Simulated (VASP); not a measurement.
# Pt (I4/mmm) in VASP: single point with PBEsol

Aim: the single point of Pt with PBEsol.

Program: VASP 6.6.1. These are calculated values, not measurements. Logs are shortened: lines on timing, memory, paths and dates and some standing lists are left out, and cuts for length are marked.

## Step 1: The cell of the first run

The structure is tetragonal, space group I4/mmm (No. 139). Conventional cell: a = 2.907 Å, b = 2.907 Å, c = 4.014 Å, α = 90.00°, β = 90.00°, γ = 90.00°. Within 3.8 Å of Pt (site symmetry 4/mmm) lie 12 Pt at 2.87 to 2.91 Å.

## Step 2: Single point, PBEsol (strain +0.050 along x and y, +0.025 along z)

File INCAR:

```
PREC = Accurate
ENCUT = 520
EDIFF = 1E-7
ISMEAR = 0
SIGMA = 0.15
LREAL = F
LASPH = T
NELM = 80
ALGO = Normal
ISIF = 2
LWAVE = F
LCHARG = F
GGA = PS
NBANDS = 11
```

File KPOINTS:

```
Automatic mesh
0
Gamma
  20 20 20
```

File POSCAR:

```
Pt
1.0
    0.0000000000      2.0557950000      2.0068475000
    2.0557950000      0.0000000000      2.0068475000
    2.0557950000      2.0557950000      0.0000000000
Pt
1
Direct
    0.0000000000      0.0000000000      0.0000000000
```

Potentials or basis: VASP PAW PBE potentials, release 64 (Pt).

On the command line:

```console
cat potpaw_PBE.64/Pt/POTCAR > POTCAR
mpirun -np 1 vasp_std > vasp.out
```

OUTCAR:

```text
PREC = Accurate
   ENCUT = 520
   EDIFF = 1E-7
   ISMEAR = 0
   LREAL = F
   LASPH = T
   NELM = 80
   ISIF = 2
   GGA = PS

 ion  position               nearest neighbor table
   1  0.000  0.000  0.000-

  LATTYP: Found a body centered tetragonal cell.
 ALAT       =     2.9073331705
 C/A-ratio  =     1.3805418109

  Lattice vectors:

 A1 = (   0.0000000000,  -2.0557950000,  -2.0068475000)
 A2 = (   0.0000000000,   2.0557950000,  -2.0068475000)
 A3 = (   2.0557950000,   0.0000000000,   2.0068475000)

Analysis of symmetry for initial positions (statically):
=====================================================================
 Subroutine PRICEL returns:
 Original cell was already a primitive cell.

 Routine SETGRP: Setting up the symmetry group for a
 body centered tetragonal supercell.

 Subroutine GETGRP returns: Found 16 space group operations
 (whereof 16 operations were pure point group operations)
 out of a pool of 16 trial point group operations.

The static configuration has the point symmetry D_4h.

Analysis of symmetry for dynamics (positions and initial velocities):
=====================================================================
 Subroutine PRICEL returns:
 Original cell was already a primitive cell.

 Routine SETGRP: Setting up the symmetry group for a
 body centered tetragonal supercell.

 Subroutine GETGRP returns: Found 16 space group operations
 (whereof 16 operations were pure point group operations)
 out of a pool of 16 trial point group operations.

The dynamic configuration has the point symmetry D_4h.

 Subroutine INISYM returns: Found 16 space group operations
 (whereof 16 operations are pure point group operations),
 and found     1 'primitive' translations

----------------------------------------------------------------------------------------

                                     Primitive cell

  volume of cell :      16.9631

  direct lattice vectors                    reciprocal lattice vectors
     0.000000000  2.055795000  2.006847500    -0.243214912  0.243214912  0.249146983
     2.055795000  0.000000000  2.006847500     0.243214912 -0.243214912  0.249146983
     2.055795000  2.055795000  0.000000000     0.243214912  0.243214912 -0.249146983

  length of vectors
     2.872930554  2.872930554  2.907333170     0.424713087  0.424713087  0.424713087

  position of ions in fractional coordinates (direct lattice)
     0.000000000  0.000000000  0.000000000

  ion indices of the primitive-cell ions
[... 74 lines left out ...]
   EDIFF  = 0.1E-06   stopping-criterion for ELM
   LREAL  =      F    real-space projection
   EDIFFG = 0.1E-05   stopping-criterion for IOM
   NSW    =      0    number of steps for IOM
   IBRION =     -1    ionic relax: 0-MD 1-quasi-New 2-CG
   NFREE  =      0    steps in history (QN), initial steepest desc. (CG)
   ISIF   =      2    stress and relaxation
   ISYM   =      2    0-nonsym 1-usesym 2-fastsym
   POTIM  = 0.5000    time-step for ionic-motion
   TEBEG  =    0.0;   TEEND  =   0.0 temperature during run
   PSTRESS=    0.0 pullay stress
   NELECT =      10.0000    total number of electrons
   NUPDOWN=      -1.0000    fix difference up-down
   EMIN   =  10.00;   EMAX   =-10.00  energy-range for DOS
   EFERMI =   0.00;   METHOD = LEGACY
   ISMEAR =     0;   SIGMA  =   0.15  broadening in eV -4-tet -1-fermi 0-gaus
   EFERMI_NEDOS =   21; number of points for ismear=-14 and -15
   IALGO  =     38    algorithm
   IMIX   =      4    mixing-type and parameters
     AMIX     =   0.40;   BMIX     =  1.00
     AMIX_MAG =   1.60;   BMIX_MAG =  1.00
  volume/ion in A,a.u.               =      16.96       114.47
  Fermi-wavevector in a.u.,A,eV,Ry     =   1.372693  2.594014 25.637279  1.884287
  Thomas-Fermi vector in A             =   2.498277
   LORBIT       =      0    0 simple, 1 ext, 2 COOP (PROOUT), +10 PAW based schemes
   GGA     = PS    functional components
   LHFCALC =     F    Hartree Fock is set to
   AEXX    =    0.0000 exact exchange contribution
   IVDW    =     0    specifies the selected vdW correction
   LEPSILON=     F    determine dielectric tensor
   LRPA    =     F    only Hartree local field effects (RPA)
 non-spin polarized calculation
 Gauss-broadening in eV      SIGMA  =   0.15
  energy-cutoff  :      520.00
  volume of cell :       16.96
 maximum number of plane-waves:       473
 NGX is ok and might be reduce to    24
   NGX = 11   NGY = 11   NGZ = 11

 number of electron      10.0000000 magnetization

 Free energy of the ion-electron system (eV)
  ---------------------------------------------------
  ext. energy  EPLUGINS =         0.00000000
  ---------------------------------------------------
  free energy    TOTEN  =        -6.80040459 eV

  energy without entropy =       -6.77651192  energy(sigma->0) =       -6.78845826

 E-fermi :   8.9699     XC(G=0): -12.9400

 val. band max:        8.9691909435   @ k =   0.4500   0.0000   0.0000
 cond. band min:       8.9707437451   @ k =  -0.4500   0.2500   0.0000
 fundamental gap:      0.0015528016
 Fermi energy:         8.9699437688

 k-point     1 :       0.0000    0.0000    0.0000
  band No.  band energies     occupation
      1      -0.0607      2.00000
      2       5.7551      2.00000
      3       5.7551      2.00000
      4       5.9948      2.00000
      5       7.4881      2.00000
      6       7.7579      2.00000
      7      23.8481      0.00000
      8      27.9748      0.00000
      9      27.9748      0.00000
     10      28.4726      0.00000
     11      33.0407      0.00000
[... 309 lines left out ...]
 k-point    24 :      -0.3500    0.0500    0.0000
  band No.  band energies     occupation
      1       2.7173      2.00000
      2       5.8714      2.00000
      3       6.0215      2.00000
      4       6.6363      2.00000
      5       8.3485      2.00000
      6       8.8342      1.79934
      7      17.2352      0.00000
      8      24.1069      0.00000
      9      27.5391      0.00000
     10      28.6807      0.00000
     11      33.2159      0.00000

 [... further k-points ...]
[... 5 lines left out ...]
  --------------------------------------------------------------------------------------
  -------------------------------------------------------------------------------------
  Total       -2.7068780     -2.7068780     -2.5745837      0.0000000      0.0000000     -0.0000000
  in kB     -255.6673632   -255.6673632   -243.1720316      0.0000000      0.0000000     -0.0000000
  external PRESSURE =    -251.5022527 kB  Pullay stress =       0.0000000 kB

 VOLUME and BASIS-vectors are now :
 -----------------------------------------------------------------------------
  energy-cutoff  :      520.00
  volume of cell :       16.96
      direct lattice vectors                 reciprocal lattice vectors
     0.000000000  2.055795000  2.006847500    -0.243214912  0.243214912  0.249146983
     2.055795000  0.000000000  2.006847500     0.243214912 -0.243214912  0.249146983
     2.055795000  2.055795000  0.000000000     0.243214912  0.243214912 -0.249146983

 POSITION                                       TOTAL-FORCE (eV/Angst)
 -----------------------------------------------------------------------------------
      0.00000      0.00000      0.00000         0.000000      0.000000      0.000000
 -----------------------------------------------------------------------------------
    total drift:                                0.000000     -0.000000      0.000000

  FREE ENERGIE OF THE ION-ELECTRON SYSTEM (eV)
  ---------------------------------------------------
  free  energy   TOTEN  =        -6.8004045949 eV

  energy  without entropy=       -6.7765119167  energy(sigma->0) =       -6.78845826
```

OSZICAR:

```text
N       E                     dE             d eps       ncg     rms          rms(c)
DAV:   1     0.385389135633E+02    0.38539E+02   -0.52223E+03 14430   0.832E+02
DAV:   2    -0.665047845163E+01   -0.45189E+02   -0.43060E+02 16046   0.171E+02
DAV:   3    -0.726617617867E+01   -0.61570E+00   -0.60926E+00 16395   0.191E+01
DAV:   4    -0.726867439826E+01   -0.24982E-02   -0.24980E-02 16088   0.144E+00
DAV:   5    -0.726869629743E+01   -0.21899E-04   -0.21899E-04 16405   0.127E-01    0.948E+00
DAV:   6    -0.683229731704E+01    0.43640E+00   -0.12384E+00 14951   0.835E+00    0.479E+00
DAV:   7    -0.680362417875E+01    0.28673E-01   -0.10645E-01 16337   0.235E+00    0.232E+00
DAV:   8    -0.680060182884E+01    0.30223E-02   -0.31767E-03 15260   0.497E-01    0.541E-01
DAV:   9    -0.680040193918E+01    0.19989E-03   -0.14805E-04 15515   0.108E-01    0.352E-02
DAV:  10    -0.680040450372E+01   -0.25645E-05   -0.31361E-06 16963   0.123E-02    0.555E-03
DAV:  11    -0.680040459489E+01   -0.91170E-07   -0.68117E-08 12997   0.234E-03
   1 F= -.68004046E+01 E0= -.67884583E+01  d E =-.238927E-01
```

It took 2 min on 1 thread of AMD EPYC 7R43 (Zen 3), shared host; peak memory 0.2 GiB.

Results:

- Free energy: -6.8004 eV
- Pressure: -25.2 GPa
- Band gap on the k mesh: zero (band 5 reaches 9.44 eV, above the bottom of band 6 at 7.57 eV)

Levels at points of the mesh, in eV from the Fermi level:
```tsv
k point	band 1	band 2	band 3	band 4	band 5	band 6	band 7	band 8	band 9	band 10
(0.00, 0.00, 0.00)	-9.03	-3.21	-3.21	-2.98	-1.48	-1.21	14.88	19.00	19.00	19.50
(0.50, 0.00, 0.00)	-6.22	-3.29	-3.05	-0.07	-0.04	0.08	4.97	14.37	17.84	18.36
(0.50, 0.50, 0.00)	-5.87	-5.50	-0.01	0.39	0.39	2.23	8.01	10.67	10.67	18.46
(0.50, 0.00, 0.50)	-5.91	-5.50	0.00	0.28	0.47	1.81	7.45	11.05	11.14	18.81
```

Caveat: the cell differs from its parent crystal (strain +0.050 along x and y, +0.025 along z); the PAW data sets were made with another functional, which shifts forces and pressure a little; spin-orbit coupling is left out, which moves the levels of the heavy elements.
